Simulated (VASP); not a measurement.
# S (Fd-3m) in VASP: a series of runs

Runs on S. Level: PBE. Tasks: single point, relaxation of cell and atoms.

Program: VASP 6.6.1. These are calculated values, not measurements. Logs are shortened: lines on timing, memory, paths and dates and some standing lists are left out, and cuts for length are marked.

### Step 1. The cell of the first run

The structure is cubic, space group Fd-3m (No. 227). The conventional cell has a = 5.794 Å, b = 5.794 Å, c = 5.794 Å, α = 90.00°, β = 90.00°, γ = 90.00°. S (site symmetry -43m) has 4 S at 2.51 Å within 3.3 Å.

### Step 2. Single point, PBE

File INCAR:

```
SYSTEM = S
  ALGO = Normal
  EDIFF = 1E-7
  ENCUT = 520
  GGA = PE
  ISIF = 2
  ISMEAR = 0
  LASPH = .True.
  LCHARG = .True.
  LELF = .True.
  LREAL = .False.
  LVHAR = .True.
  LWAVE = .False.
  NBANDS = 13
  NELM = 100
  PREC = Accurate
  SIGMA = 0.05
```

File KPOINTS:

```
k-points
0
Gamma
  12 12 12
  0 0 0
```

File POSCAR:

```
S
1.0
    0.0000000000      2.8970021315      2.8970021315
    2.8970021315      0.0000000000      2.8970021315
    2.8970021315      2.8970021315      0.0000000000
S
2
Direct
    1.0000000000      1.0000000000      1.0000000000
    0.2500000000      0.2500000000      0.2500000000
```

Potentials or basis: VASP PAW PBE potentials, release 64 (S).

Started as:

```
$ cat potpaw_PBE.64/S/POTCAR > POTCAR
$ mpirun -np 1 vasp_std > vasp.out
```

OUTCAR:

```text
SYSTEM = S
   EDIFF = 1E-7
   ENCUT = 520
   GGA = PE
   ISIF = 2
   ISMEAR = 0
   LASPH = .True.
   LREAL = .False.
   NELM = 100
   PREC = Accurate

 ion  position               nearest neighbor table
   1  0.000  0.000  0.000-   2 2.51   2 2.51   2 2.51   2 2.51
   2  0.250  0.250  0.250-   1 2.51   1 2.51   1 2.51   1 2.51

  LATTYP: Found a face centered cubic cell.
 ALAT       =     5.7940042630

  Lattice vectors:

 A1 = (   0.0000000000,   2.8970021315,   2.8970021315)
 A2 = (   2.8970021315,   0.0000000000,   2.8970021315)
 A3 = (   2.8970021315,   2.8970021315,   0.0000000000)

Analysis of symmetry for initial positions (statically):
=====================================================================
 Subroutine PRICEL returns:
 Original cell was already a primitive cell.

 Routine SETGRP: Setting up the symmetry group for a
 face centered cubic supercell.

 Subroutine GETGRP returns: Found 48 space group operations
 (whereof 24 operations were pure point group operations)
 out of a pool of 48 trial point group operations.

The static configuration has the point symmetry T_d .
 The point group associated with its full space group is O_h .

Analysis of symmetry for dynamics (positions and initial velocities):
=====================================================================
 Subroutine PRICEL returns:
 Original cell was already a primitive cell.

 Routine SETGRP: Setting up the symmetry group for a
 face centered cubic supercell.

 Subroutine GETGRP returns: Found 48 space group operations
 (whereof 24 operations were pure point group operations)
 out of a pool of 48 trial point group operations.

The dynamic configuration has the point symmetry T_d .
 The point group associated with its full space group is O_h .

 Subroutine INISYM returns: Found 48 space group operations
 (whereof 24 operations are pure point group operations),
 and found     1 'primitive' translations

----------------------------------------------------------------------------------------

                                     Primitive cell

  volume of cell :      48.6269

  direct lattice vectors                    reciprocal lattice vectors
     0.000000000  2.897002131  2.897002131    -0.172592210  0.172592210  0.172592210
     2.897002131  0.000000000  2.897002131     0.172592210 -0.172592210  0.172592210
     2.897002131  2.897002131  0.000000000     0.172592210  0.172592210 -0.172592210

  length of vectors
     4.096979705  4.096979705  4.096979705     0.298938477  0.298938477  0.298938477

  position of ions in fractional coordinates (direct lattice)
     0.000000000  0.000000000  0.000000000
[... 85 lines left out ...]
   ISYM   =      2    0-nonsym 1-usesym 2-fastsym
   POTIM  = 0.5000    time-step for ionic-motion
   TEBEG  =    0.0;   TEEND  =   0.0 temperature during run
   PSTRESS=    0.0 pullay stress
   NELECT =      12.0000    total number of electrons
   NUPDOWN=      -1.0000    fix difference up-down
   EMIN   =  10.00;   EMAX   =-10.00  energy-range for DOS
   EFERMI =   0.00;   METHOD = LEGACY
   ISMEAR =     0;   SIGMA  =   0.05  broadening in eV -4-tet -1-fermi 0-gaus
   EFERMI_NEDOS =   21; number of points for ismear=-14 and -15
   IALGO  =     38    algorithm
   IMIX   =      4    mixing-type and parameters
     AMIX     =   0.40;   BMIX     =  1.00
     AMIX_MAG =   1.60;   BMIX_MAG =  1.00
  volume/ion in A,a.u.               =      24.31       164.08
  Fermi-wavevector in a.u.,A,eV,Ry     =   1.026857  1.940477 14.346450  1.054434
  Thomas-Fermi vector in A             =   2.160771
   LORBIT       =      0    0 simple, 1 ext, 2 COOP (PROOUT), +10 PAW based schemes
   GGA     = PE    functional components
   LHFCALC =     F    Hartree Fock is set to
   AEXX    =    0.0000 exact exchange contribution
   IVDW    =     0    specifies the selected vdW correction
   LEPSILON=     F    determine dielectric tensor
   LRPA    =     F    only Hartree local field effects (RPA)
 non-spin polarized calculation
 Gauss-broadening in eV      SIGMA  =   0.05
  energy-cutoff  :      520.00
  volume of cell :       48.63
 maximum number of plane-waves:      1363
   NGX = 15   NGY = 15   NGZ = 15

 number of electron      11.9999997 magnetization

 Free energy of the ion-electron system (eV)
  ---------------------------------------------------
  ext. energy  EPLUGINS =         0.00000000
  ---------------------------------------------------
  free energy    TOTEN  =        -6.24611666 eV

  energy without entropy =       -6.24324549  energy(sigma->0) =       -6.24468108

 E-fermi :   3.3987     XC(G=0):  -8.6906

 val. band max:        3.3836089205   @ k =   0.1667   0.1667   0.0000
 cond. band min:       3.4019757773   @ k =  -0.3333   0.3333   0.0000
 fundamental gap:      0.0183668568
 Fermi energy:         3.3986691242

 k-point     1 :       0.0000    0.0000    0.0000
  band No.  band energies     occupation
      1     -12.2954      2.00000
      2      -5.6938      2.00000
      3      -0.3976      2.00000
      4      -0.3976      2.00000
      5      -0.3976      2.00000
      6       2.5018      2.00000
      7       2.5018      2.00000
      8       2.5018      2.00000
      9       9.0271      0.00000
     10      11.2952      0.00000
     11      11.2952      0.00000
     12      13.9678      0.00000
     13      13.9678      0.00000
[... 354 lines left out ...]
  band No.  band energies     occupation
      1     -10.8814      2.00000
      2      -8.5773      2.00000
      3      -2.1558      2.00000
      4      -1.3262      2.00000
      5       0.4516      2.00000
      6       3.5399      0.00006
      7       4.0413      0.00000
      8       5.1173      0.00000
      9       9.8844      0.00000
     10      11.3035      0.00000
     11      11.4414      0.00000
     12      13.4297      0.00000
     13      14.6770      0.00000

 [... further k-points ...]
[... 5 lines left out ...]
  --------------------------------------------------------------------------------------
  -------------------------------------------------------------------------------------
  Total       -0.0220876     -0.0220876     -0.0220876     -0.0000000     -0.0000000     -0.0000000
  in kB       -0.7277502     -0.7277502     -0.7277502     -0.0000000     -0.0000000     -0.0000000
  external PRESSURE =      -0.7277502 kB  Pullay stress =       0.0000000 kB

 VOLUME and BASIS-vectors are now :
 -----------------------------------------------------------------------------
  energy-cutoff  :      520.00
  volume of cell :       48.63
      direct lattice vectors                 reciprocal lattice vectors
     0.000000000  2.897002131  2.897002131    -0.172592210  0.172592210  0.172592210
     2.897002131  0.000000000  2.897002131     0.172592210 -0.172592210  0.172592210
     2.897002131  2.897002131  0.000000000     0.172592210  0.172592210 -0.172592210

 POSITION                                       TOTAL-FORCE (eV/Angst)
 -----------------------------------------------------------------------------------
      0.00000      0.00000      0.00000        -0.000000     -0.000000     -0.000000
      1.44850      1.44850      1.44850         0.000000      0.000000      0.000000
 -----------------------------------------------------------------------------------
    total drift:                                0.000000     -0.000000     -0.000000

  FREE ENERGIE OF THE ION-ELECTRON SYSTEM (eV)
  ---------------------------------------------------
  free  energy   TOTEN  =        -6.2461166557 eV

  energy  without entropy=       -6.2432454947  energy(sigma->0) =       -6.24468108
```

OSZICAR:

```text
N       E                     dE             d eps       ncg     rms          rms(c)
DAV:   1     0.431973282021E+02    0.43197E+02   -0.50713E+03  1872   0.761E+02
DAV:   2    -0.361708725803E+01   -0.46814E+02   -0.44549E+02  2629   0.134E+02
DAV:   3    -0.622259591468E+01   -0.26055E+01   -0.25894E+01  2482   0.314E+01
DAV:   4    -0.624984863919E+01   -0.27253E-01   -0.27245E-01  2278   0.401E+00
DAV:   5    -0.625035914938E+01   -0.51051E-03   -0.51048E-03  2565   0.533E-01    0.142E+01
DAV:   6    -0.624749243924E+01    0.28667E-02   -0.13517E-03  2282   0.293E-01    0.849E+00
DAV:   7    -0.624600636949E+01    0.14861E-02   -0.31070E-03  2417   0.421E-01    0.715E-02
DAV:   8    -0.624608135505E+01   -0.74986E-04   -0.17655E-04  2272   0.886E-02    0.335E-02
DAV:   9    -0.624611397968E+01   -0.32625E-04   -0.26043E-05  2282   0.340E-02    0.104E-02
DAV:  10    -0.624611613513E+01   -0.21554E-05   -0.16110E-06  2412   0.774E-03    0.274E-03
DAV:  11    -0.624611663708E+01   -0.50194E-06   -0.84812E-07  2182   0.550E-03    0.291E-03
DAV:  12    -0.624611665565E+01   -0.18577E-07   -0.71015E-09  1806   0.560E-04
   1 F= -.62461167E+01 E0= -.62446811E+01  d E =-.287116E-02
```

Wall time 17 s (1 thread of Intel Xeon 6975P-C (Granite Rapids), shared host); peak memory 0.18 GiB.

What came out:

```yaml
Free_energy: -6.2461 eV
Pressure: -0.1 GPa
Band_gap_on_the_k_mesh: zero (band 6 reaches 3.65 eV, above the bottom of band 7 at 2.50 eV)
```

Levels at points of the mesh, in eV from the Fermi level:
```csv
k point,band 4,band 5,band 6,band 7,band 8,band 9
"(0.00, 0.00, 0.00)",-3.80,-3.80,-0.90,-0.90,-0.90,5.63
"(0.50, 0.00, 0.00)",-4.55,-4.21,0.25,0.25,1.97,7.55
"(0.50, 0.50, 0.00)",-5.40,-1.95,-1.95,2.29,2.29,6.81
```

### Step 3. Relaxation of cell and atoms, PBE

File INCAR:

```
ALGO = Normal
EDIFF = 1E-6
EDIFFG = -0.02
ENCUT = 600
GGA = PE
IBRION = 2
ISIF = 3
ISMEAR = 0
LASPH = T
LCHARG = F
LREAL = F
LWAVE = F
NELM = 100
NSW = 60
PREC = Accurate
SIGMA = 0.05
```

File KPOINTS:

```
k-points
0
Gamma
  12 12 12
```

POSCAR is that of step 2.

Potentials or basis: VASP PAW PBE potentials, release 64 (S).

Started as:

```
$ cat potpaw_PBE.64/S/POTCAR > POTCAR
$ mpirun -np 1 vasp_std > vasp.out
```

Wall time 15 s (1 thread of Intel Xeon 6975P-C (Granite Rapids), shared host); peak memory 0.2 GiB.

Results (log left out):

```
Free energy             : -6.2463 eV
Pressure after relaxing : 0.0 GPa
Band gap on the k mesh  : zero (band 6 reaches 3.65 eV, above the bottom of band 7 at 2.50 eV)
```

Final structure:
```xyz
2
Lattice="0.0000 2.8970 2.8970 2.8970 0.0000 2.8970 2.8970 2.8970 0.0000" Properties=species:S:1:pos:R:3 pbc="T T T"
S     0.0000    0.0000    0.0000
S     1.4485    1.4485    1.4485
```

Levels at points of the mesh, in eV from the Fermi level:
```csv
k point,band 4,band 5,band 6,band 7,band 8,band 9
"(0.00, 0.00, 0.00)",-3.80,-3.80,-0.90,-0.90,-0.90,5.63
"(0.50, 0.00, 0.00)",-4.55,-4.21,0.25,0.25,1.97,7.55
"(0.50, 0.50, 0.00)",-5.40,-1.95,-1.95,2.29,2.29,6.81
```

Caveat: the relaxation stopped at its first step, so nothing moved.
